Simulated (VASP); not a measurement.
# Pd (Fd-3m) in VASP: further runs

The runs below take Pd through relaxation of cell and atoms, with LDA.

All numbers are computed with VASP 6.6.1; they aren't measurements. Logs are shortened: lines on timing, memory, paths and dates and some standing lists are left out, and cuts for length are marked.

### 1 The cell of the first run

The structure is cubic, space group Fd-3m (No. 227). Conventional cell: a = 5.350 Å, b = 5.350 Å, c = 5.350 Å, α = 90.00°, β = 90.00°, γ = 90.00°. Within 3.1 Å of Pd (site symmetry -43m) lie 4 Pd at 2.32 Å.

This isn't the form of Pd at room conditions, which is fcc.

### 2 Relaxation of cell and atoms, LDA

Input file INCAR:

```
SYSTEM = Pd
PREC = Accurate
ENCUT = 500
EDIFF = 1E-7
ISMEAR = 0
SIGMA = 0.05
LREAL = .FALSE.
LASPH = .TRUE.
NELM = 120
ALGO = Normal
ISIF = 3
LWAVE = .FALSE.
LCHARG = .FALSE.
IBRION = 2
NSW = 60
EDIFFG = -0.01
GGA_COMPAT = .FALSE.
NELMIN = 4
```

Input file KPOINTS:

```
Automatic mesh
0
G
  7 7 7
  0 0 0
```

Input file POSCAR:

```
Pd
1.0
    0.0000000000      2.6750000000      2.6750000000
    2.6750000000      0.0000000000      2.6750000000
    2.6750000000      2.6750000000      0.0000000000
Pd
2
Direct
    1.0000000000      1.0000000000      1.0000000000
    0.2500000000      0.2500000000      0.2500000000
```

Potentials or basis: VASP PAW LDA potentials, release 64 (Pd).

Started as:

```bash
$ cat potpaw_LDA.64/Pd/POTCAR > POTCAR
$ mpirun -np 1 vasp_std > vasp.out
```

OUTCAR:

```text
SYSTEM = Pd
   PREC = Accurate
   ENCUT = 500
   EDIFF = 1E-7
   ISMEAR = 0
   LREAL = .FALSE.
   LASPH = .TRUE.
   NELM = 120
   ISIF = 3
   IBRION = 2
   NSW = 60
   EDIFFG = -0.01
   NELMIN = 4

 ion  position               nearest neighbor table
   1  0.000  0.000  0.000-   2 2.32   2 2.32   2 2.32   2 2.32
   2  0.250  0.250  0.250-   1 2.32   1 2.32   1 2.32   1 2.32

  LATTYP: Found a face centered cubic cell.
 ALAT       =     5.3500000000

  Lattice vectors:

 A1 = (   0.0000000000,   2.6750000000,   2.6750000000)
 A2 = (   2.6750000000,   0.0000000000,   2.6750000000)
 A3 = (   2.6750000000,   2.6750000000,   0.0000000000)

Analysis of symmetry for initial positions (statically):
=====================================================================
 Subroutine PRICEL returns:
 Original cell was already a primitive cell.

 Routine SETGRP: Setting up the symmetry group for a
 face centered cubic supercell.

 Subroutine GETGRP returns: Found 48 space group operations
 (whereof 24 operations were pure point group operations)
 out of a pool of 48 trial point group operations.

The static configuration has the point symmetry T_d .
 The point group associated with its full space group is O_h .

Analysis of symmetry for dynamics (positions and initial velocities):
=====================================================================
 Subroutine PRICEL returns:
 Original cell was already a primitive cell.

 Routine SETGRP: Setting up the symmetry group for a
 face centered cubic supercell.

 Subroutine GETGRP returns: Found 48 space group operations
 (whereof 24 operations were pure point group operations)
 out of a pool of 48 trial point group operations.

The dynamic configuration has the point symmetry T_d .
 The point group associated with its full space group is O_h .

 Subroutine INISYM returns: Found 48 space group operations
 (whereof 24 operations are pure point group operations),
 and found     1 'primitive' translations

----------------------------------------------------------------------------------------

                                     Primitive cell

  volume of cell :      38.2826

  direct lattice vectors                    reciprocal lattice vectors
     0.000000000  2.675000000  2.675000000    -0.186915888  0.186915888  0.186915888
     2.675000000  0.000000000  2.675000000     0.186915888 -0.186915888  0.186915888
     2.675000000  2.675000000  0.000000000     0.186915888  0.186915888 -0.186915888

  length of vectors
     3.783021279  3.783021279  3.783021279     0.323747814  0.323747814  0.323747814

  position of ions in fractional coordinates (direct lattice)
     0.000000000  0.000000000  0.000000000
     0.250000000  0.250000000  0.250000000

  ion indices of the primitive-cell ions
   primitive index   ion index
                 1           1
                 2           2

----------------------------------------------------------------------------------------

 KPOINTS: Automatic mesh

Automatic generation of k-mesh.
 Grid dimensions read from file:
 generate k-points for:    7    7    7

 Generating k-lattice:

  Cartesian coordinates                     Fractional coordinates (reciprocal lattice)
    -0.026702270  0.026702270  0.026702270     0.142857143  0.000000000  0.000000000
     0.026702270 -0.026702270  0.026702270     0.000000000  0.142857143  0.000000000
     0.026702270  0.026702270 -0.026702270     0.000000000  0.000000000  0.142857143

  Length of vectors
     0.046249688  0.046249688  0.046249688

  Shift w.r.t. Gamma in fractional coordinates (k-lattice)
     0.000000000  0.000000000  0.000000000

 Subroutine IBZKPT returns following result:
 ===========================================

 Found     20 irreducible k-points:

 Following reciprocal coordinates:
            Coordinates               Weight
  0.000000  0.000000  0.000000      1.000000
  0.142857  0.000000  0.000000      8.000000
  0.285714  0.000000  0.000000      8.000000
  0.428571  0.000000  0.000000      8.000000
  0.142857  0.142857  0.000000      6.000000
  0.285714  0.142857  0.000000     24.000000
[... 12 lines left out ...]
 -0.428571  0.428571  0.142857     24.000000
 -0.285714  0.428571  0.142857     24.000000
   k-points           NKPTS =     20   k-points in BZ     NKDIM =     20   number of bands    NBANDS=     14
   number of dos      NEDOS =    301   number of ions     NIONS =      2
   total plane-waves  NPLWV =  21952
   dimension x,y,z NGX =    28 NGY =   28 NGZ =   28
   dimension x,y,z NGXF=    56 NGYF=   56 NGZF=   56
   ions per type =               2
   NGX,Y,Z   is equivalent  to a cutoff of  12.30, 12.30, 12.30 a.u.
   NGXF,Y,Z  is equivalent  to a cutoff of  24.61, 24.61, 24.61 a.u.
 SYSTEM =  Pd
   PREC   = accura    normal or accurate (medium, high low for compatibility)
   ISTART =      0    job   : 0-new  1-cont  2-samecut
   ICHARG =      2    charge: 1-file 2-atom 10-const
   ISPIN  =      1    spin polarized calculation?
   LNONCOLLINEAR =      F non collinear calculations
   LSORBIT =      F    spin-orbit coupling
   LASPH  =      T    aspherical Exc in radial PAW
   ENCUT  =  500.0 eV  36.75 Ry    6.06 a.u.   6.90  6.90  6.90*2*pi/ulx,y,z
   NELM   =    120;   NELMIN=  4; NELMDL= -5     # of ELM steps
   EDIFF  = 0.1E-06   stopping-criterion for ELM
   LREAL  =      F    real-space projection
   EDIFFG = -.1E-01   stopping-criterion for IOM
   NSW    =     60    number of steps for IOM
   IBRION =      2    ionic relax: 0-MD 1-quasi-New 2-CG
   NFREE  =      1    steps in history (QN), initial steepest desc. (CG)
   ISIF   =      3    stress and relaxation
   ISYM   =      2    0-nonsym 1-usesym 2-fastsym
   POTIM  = 0.5000    time-step for ionic-motion
   TEBEG  =    0.0;   TEEND  =   0.0 temperature during run
   PSTRESS=    0.0 pullay stress
   NELECT =      20.0000    total number of electrons
   NUPDOWN=      -1.0000    fix difference up-down
   EMIN   =  10.00;   EMAX   =-10.00  energy-range for DOS
   EFERMI =   0.00;   METHOD = LEGACY
   ISMEAR =     0;   SIGMA  =   0.05  broadening in eV -4-tet -1-fermi 0-gaus
   EFERMI_NEDOS =   21; number of points for ismear=-14 and -15
   IALGO  =     38    algorithm
   IMIX   =      4    mixing-type and parameters
     AMIX     =   0.40;   BMIX     =  1.00
     AMIX_MAG =   1.60;   BMIX_MAG =  1.00
  volume/ion in A,a.u.               =      19.14       129.17
  Fermi-wavevector in a.u.,A,eV,Ry     =   1.318513  2.491628 23.653405  1.738476
  Thomas-Fermi vector in A             =   2.448477
   LORBIT       =      0    0 simple, 1 ext, 2 COOP (PROOUT), +10 PAW based schemes
   GGA     = CA    functional components
   LHFCALC =     F    Hartree Fock is set to
   AEXX    =    0.0000 exact exchange contribution
   IVDW    =     0    specifies the selected vdW correction
   LEPSILON=     F    determine dielectric tensor
   LRPA    =     F    only Hartree local field effects (RPA)
 conjugate gradient relaxation of ions
 non-spin polarized calculation
 Gauss-broadening in eV      SIGMA  =   0.05
  energy-cutoff  :      500.00
  volume of cell :       38.28
 maximum number of plane-waves:       984
   NGX = 13   NGY = 13   NGZ = 13

--------------------------------------- Ionic step        1  -------------------------------------------

 number of electron      20.0000009 magnetization

 Free energy of the ion-electron system (eV)
  ---------------------------------------------------
  ext. energy  EPLUGINS =         0.00000000
  ---------------------------------------------------
  free energy    TOTEN  =        -9.86001373 eV

  energy without entropy =       -9.85206347  energy(sigma->0) =       -9.85603860

------------------------ aborting loop because EDIFF is reached ----------------------------------------

  FORCE on cell =-STRESS in cart. coord.  units (eV):
  Direction    XX          YY          ZZ          XY          YZ          ZX
  --------------------------------------------------------------------------------------
  -------------------------------------------------------------------------------------
  Total        4.5205658      4.5205658      4.5205658      0.0000000     -0.0000000      0.0000000
  in kB      189.1916749    189.1916749    189.1916749      0.0000000     -0.0000000      0.0000000
  external PRESSURE =     189.1916749 kB  Pullay stress =       0.0000000 kB
[... 21 lines left out ...]
  energy  without entropy=       -9.8520634678  energy(sigma->0) =       -9.85603860

--------------------------------------- Ionic step        2  -------------------------------------------

 number of electron      20.0000016 magnetization

 E-fermi :   2.9736     XC(G=0):  -9.9801

 val. band max:        2.9648219323   @ k =  -0.4286   0.4286   0.0000
 cond. band min:       2.9782244536   @ k =   0.4286   0.1429   0.0000
 fundamental gap:      0.0134025213
 Fermi energy:         2.9735880371

 k-point     1 :       0.0000    0.0000    0.0000
  band No.  band energies     occupation
      1      -1.2454      2.00000
      2       0.0058      2.00000
      3       0.0058      2.00000
      4       0.0844      2.00000
      5       0.0844      2.00000
      6       0.0844      2.00000
      7       1.7961      2.00000
      8       1.7961      2.00000
      9       1.7961      2.00000
     10       2.8373      1.99988
     11       2.8373      1.99988
     12      13.9507      0.00000
     13      13.9507      0.00000
     14      13.9507      0.00000
[... 390 lines left out ...]
  energy  without entropy=      -10.1539757213  energy(sigma->0) =      -10.15964318

--------------------------------------- Ionic step        4  -------------------------------------------

 number of electron      20.0000010 magnetization

 Free energy of the ion-electron system (eV)
  ---------------------------------------------------
  ext. energy  EPLUGINS =         0.00000000
  ---------------------------------------------------
  free energy    TOTEN  =       -10.16536141 eV

  energy without entropy =      -10.15406334  energy(sigma->0) =      -10.15971237

 E-fermi :   4.7334     XC(G=0): -10.8399

 val. band max:        4.7302453531   @ k =  -0.4286   0.4286   0.0000
 cond. band min:       4.7558910661   @ k =  -0.4286   0.2857   0.0000
 fundamental gap:      0.0256457130
 Fermi energy:         4.7334091394

 k-point     1 :       0.0000    0.0000    0.0000
  band No.  band energies     occupation
      1      -0.3744      2.00000
      2       0.9005      2.00000
      3       0.9005      2.00000
      4       1.0856      2.00000
      5       1.0856      2.00000
      6       1.0856      2.00000
      7       3.2017      2.00000
      8       3.2017      2.00000
      9       3.2017      2.00000
     10       4.5850      1.99997
     11       4.5850      1.99997
     12      16.9982      0.00000
     13      16.9982      0.00000
     14      16.9982      0.00000
[... 350 lines left out ...]
  FREE ENERGIE OF THE ION-ELECTRON SYSTEM (eV)
  ---------------------------------------------------
  free  energy   TOTEN  =       -10.1653614071 eV

  energy  without entropy=      -10.1540633352  energy(sigma->0) =      -10.15971237

 reached required accuracy - stopping structural energy minimisation
```

Wall time 25 s (1 thread of Intel Xeon Platinum 8259CL at 2.50GHz (Skylake/Cascade Lake), shared host); peak memory 0.14 GiB.

What came out:

- Free energy: -10.1654 eV
- Relaxed volume: 22.13 Å³/atom
- Relaxed cell: a = 3.971 Å, b = 3.971 Å, c = 3.971 Å, α = 60.00°, β = 60.00°, γ = 60.00°
- Space group after relaxing (to 0.1 Å): Fd-3m (No. 227)
- Energy gained by relaxing: 152.7 meV/atom
- Ionic steps: 4
- Pressure after relaxing: 0.1 GPa
- Band gap on the k mesh: zero (bands 10 and 11 overlap by 0.44 eV)

Step by step:
```
step  energy change (eV)  largest force (eV/Å)  pressure (GPa)  volume (Å³)
   1              0.0000                0.0000           18.92        38.28
   2             -0.0003                0.0000          -10.32        52.22
   3             -0.3053                0.0000           -0.21        44.39
   4             -0.3053                0.0000            0.07        44.27
```

Final structure:
```
CELL_PARAMETERS angstrom
0.00000 2.80767 2.80767
2.80767 0.00000 2.80767
2.80767 2.80767 0.00000
ATOMIC_POSITIONS crystal
Pd 0.00000 0.00000 0.00000
Pd 0.25000 0.25000 0.25000
```

Levels at points of the mesh, in eV from the Fermi level:
| k point | band 8 | band 9 | band 10 | band 11 | band 12 | band 13 |
| --- | --- | --- | --- | --- | --- | --- |
| (0.00, 0.00, 0.00) | -1.53 | -1.53 | -0.15 | -0.15 | 12.26 | 12.26 |

Caveat: the volume moved by over 15 % at a fixed basis, so the end points are rough.

### 3 Relaxation of cell and atoms, LDA, target pressure 20 GPa, at which the enthalpy is minimised

Input file INCAR:

```
PREC = Accurate ; ENCUT = 500
EDIFF = 1E-7 ; ISMEAR = 0
SIGMA = 0.05 ; LREAL = False
LASPH = True ; NELM = 120
ALGO = Normal ; ISIF = 3
LWAVE = False ; LCHARG = False
IBRION = 2 ; NSW = 60
EDIFFG = -0.01 ; PSTRESS = 200.0
GGA_COMPAT = False ; NELMIN = 4
```

Input file KPOINTS:

```
regular mesh
0
Gamma
  7 7 7
```

POSCAR is that of step 2.

Potentials or basis: VASP PAW LDA potentials, release 64 (Pd).

Started as:

```bash
$ cat potpaw_LDA.64/Pd/POTCAR > POTCAR
$ mpirun -np 1 vasp_std > vasp.out
```

It took 20 s on 1 thread of Intel Xeon Platinum 8259CL at 2.50GHz (Skylake/Cascade Lake), shared host; peak memory 0.14 GiB.

Results (log left out):

```
Free energy                                                : -9.8337 eV
Relaxed volume                                             : 19.03 Å³/atom
Relaxed cell                                               : a = 3.776 Å, b = 3.776 Å, c = 3.776 Å, α = 60.00°, β = 60.00°, γ = 60.00°
Space group after relaxing (to 0.1 Å)                      : Fd-3m (No. 227)
Energy change on relaxing (the run minimises the enthalpy) : +13.2 meV/atom
Ionic steps                                                : 3
Pressure after relaxing                                    : 20.0 GPa
Band gap on the k mesh                                     : zero (bands 10 and 11 overlap by 0.53 eV)
```

Step by step:
```csv
step,energy change (eV),largest force (eV/Å),pressure (GPa),volume (Å³)
1,0.0000,0.0000,18.92,38.28
2,0.0919,0.0000,22.57,37.57
3,0.0263,0.0000,19.99,38.07
```

Final structure:
```
CELL_PARAMETERS angstrom
0.00000 2.66994 2.66994
2.66994 0.00000 2.66994
2.66994 2.66994 0.00000
ATOMIC_POSITIONS crystal
Pd 0.00000 0.00000 0.00000
Pd 0.25000 0.25000 0.25000
```

Levels at points of the mesh, in eV from the Fermi level:
```
           k point  band 7  band 8  band 9  band 10  band 11  band 12  band 13  band 14
(0.00, 0.00, 0.00)   -1.91   -1.91   -1.91    -0.15    -0.15    13.32    13.40    13.40
```

Caveat: the cell is relaxed towards a set pressure, so the run minimises the enthalpy, not the energy.

### 4 Relaxation of cell and atoms, LDA, target pressure 40 GPa, at which the enthalpy is minimised

Input file INCAR:

```
ALGO = Normal
EDIFF = 1E-7
EDIFFG = -0.01
ENCUT = 500
GGA_COMPAT = F
IBRION = 2
ISIF = 3
ISMEAR = 0
LASPH = T
LCHARG = F
LREAL = F
LWAVE = F
NELM = 120
NELMIN = 4
NSW = 60
PREC = Accurate
PSTRESS = 400.0
SIGMA = 0.05
```

Input file KPOINTS:

```
k-points
0
Gamma
  7 7 7
```

POSCAR is that of step 3.

Started as:

```bash
$ cat potpaw_LDA.64/Pd/POTCAR > POTCAR
$ mpirun -np 1 vasp_std > vasp.out
```

It took 30 s on 1 thread of Intel Xeon Platinum 8259CL at 2.50GHz (Skylake/Cascade Lake), shared host; peak memory 0.15 GiB.

The run converged. Its results:

```yaml
Free_energy: -9.2551 eV
Relaxed_volume: 17.45 Å³/atom
Relaxed_cell: a = 3.668 Å, b = 3.668 Å, c = 3.668 Å, α = 60.00°, β = 60.00°, γ = 60.00°
Space_group_after_relaxing_to_0.1_Å: Fd-3m (No. 227)
Energy_change_on_relaxing_the_run_minimises_the_enthalpy: +302.5 meV/atom
Ionic_steps: 5
Pressure_after_relaxing: 40.0 GPa
Band_gap_on_the_k_mesh: zero (bands 10 and 11 overlap by 0.59 eV)
```

The path:
| step | energy change (eV) | largest force (eV/Å) | pressure (GPa) | volume (Å³) |
| --- | --- | --- | --- | --- |
| 1 | 0.0000 | 0.0000 | 18.92 | 38.28 |
| 2 | 5.9943 | 0.0000 | 183.41 | 25.96 |
| 3 | 0.5032 | 0.0000 | 36.76 | 35.32 |
| 4 | 0.5759 | 0.0000 | 39.09 | 35.02 |
| 5 | 0.6049 | 0.0000 | 39.99 | 34.90 |

Final structure:
```
Pd
1.0
     0.00000    2.59372    2.59372
     2.59372    0.00000    2.59372
     2.59372    2.59372    0.00000
Pd
2
Direct
  0.00000 0.00000 0.00000
  0.25000 0.25000 0.25000
```

Levels at points of the mesh, in eV from the Fermi level:
```
           k point  band 8  band 9  band 10  band 11  band 12  band 13
(0.00, 0.00, 0.00)   -2.18   -2.18    -0.14    -0.14    13.58    13.82
```

Caveat: the cell is relaxed towards a set pressure, so the run minimises the enthalpy, not the energy.

### 5 Relaxation of cell and atoms, LDA, target pressure 60 GPa, at which the enthalpy is minimised

Input file INCAR:

```
PREC = Accurate
ENCUT = 500
EDIFF = 1E-7
ISMEAR = 0
SIGMA = 0.05
LREAL = False
LASPH = True
NELM = 120
ALGO = Normal
ISIF = 3
LWAVE = False
LCHARG = False
GGA = CA
IBRION = 2
NSW = 60
EDIFFG = -0.01
PSTRESS = 600.0
GGA_COMPAT = False
NELMIN = 4
```

Input file KPOINTS:

```
regular mesh
0
Gamma
  7 7 7
```

POSCAR is that of step 4.

Started as:

```bash
$ cat potpaw_LDA.64/Pd/POTCAR > POTCAR
$ mpirun -np 1 vasp_std > vasp.out
```

Wall time 73 s (1 thread of Intel Xeon Platinum 8259CL at 2.50GHz (Skylake/Cascade Lake), shared host); peak memory 0.15 GiB.

The run converged. Its results:

```
Free energy                                                : -8.5825 eV
Relaxed volume                                             : 16.36 Å³/atom
Relaxed cell                                               : a = 3.590 Å, b = 3.590 Å, c = 3.590 Å, α = 60.00°, β = 60.00°, γ = 60.00°
Space group after relaxing (to 0.1 Å)                      : Fd-3m (No. 227)
Energy change on relaxing (the run minimises the enthalpy) : +638.8 meV/atom
Ionic steps                                                : 17
Pressure after relaxing                                    : 60.0 GPa
Band gap on the k mesh                                     : zero (bands 10 and 11 overlap by 0.63 eV)
```

Step by step:
| step | energy change (eV) | largest force (eV/Å) | pressure (GPa) | volume (Å³) |
| --- | --- | --- | --- | --- |
| 1 | 0.0000 | 0.0000 | 18.92 | 38.28 |
| 2 | 27.5115 | 0.0000 | 686.62 | 17.02 |
| 3 | 0.6575 | 0.0000 | 41.64 | 34.69 |
| 4 | 1.0157 | 0.0000 | 52.43 | 33.47 |
| 5 | 1.2882 | 0.0000 | 60.31 | 32.69 |
| 6 | 1.2486 | 0.0000 | 59.18 | 32.80 |
| 7 | 1.2507 | 0.0000 | 59.23 | 32.79 |
| 8 | 1.2571 | 0.0000 | 59.42 | 32.77 |
| 9 | 1.2572 | 0.0000 | 59.42 | 32.77 |
| 10 | 1.2575 | 0.0000 | 59.43 | 32.77 |
| 11 | 1.2580 | 0.0000 | 59.44 | 32.77 |
| 12 | 1.2590 | 0.0000 | 59.47 | 32.77 |
| 13 | 1.2610 | 0.0000 | 59.52 | 32.76 |
| 14 | 1.2650 | 0.0000 | 59.63 | 32.75 |
| 15 | 1.2730 | 0.0000 | 59.87 | 32.73 |
| 16 | 1.2891 | 0.0000 | 60.33 | 32.69 |
| 17 | 1.2775 | 0.0000 | 60.00 | 32.72 |

Final structure:
```xyz
2
Lattice="0.0000 2.5386 2.5386 2.5386 0.0000 2.5386 2.5386 2.5386 0.0000" Properties=species:S:1:pos:R:3 pbc="T T T"
Pd    0.0000    0.0000    0.0000
Pd    1.2693    1.2693    1.2693
```

Levels at points of the mesh, in eV from the Fermi level:
| k point | band 7 | band 8 | band 9 | band 10 | band 11 | band 12 | band 13 | band 14 |
| --- | --- | --- | --- | --- | --- | --- | --- | --- |
| (0.00, 0.00, 0.00) | -2.40 | -2.40 | -2.40 | -0.13 | -0.13 | 13.73 | 14.04 | 14.04 |

Caveat: the cell is relaxed towards a set pressure, so the run minimises the enthalpy, not the energy.

### 6 Overview

| cell | gap on the mesh (eV) | pressure (GPa) |
| --- | --- | --- |
| relaxed | none | 0.1 |
| relaxed to 20 GPa | none | 20.0 |
| relaxed to 40 GPa | none | 40.0 |
| relaxed to 60 GPa | none | 60.0 |

Alike in all rows: task relaxation of cell and atoms; level LDA; potentials or basis VASP PAW LDA potentials, release 64 (Pd); no spin polarisation; k mesh 7 × 7 × 7; cutoff (eV) 500; smearing gaussian 0.05 eV.

Caveats: the cell is relaxed towards a set pressure, so the run minimises the enthalpy, not the energy (at least some runs); the volume moved by over 15 % at a fixed basis, so the end points are rough (at least some runs).

Total energies depend on the potentials used, so only differences within one code and one set of settings carry meaning.
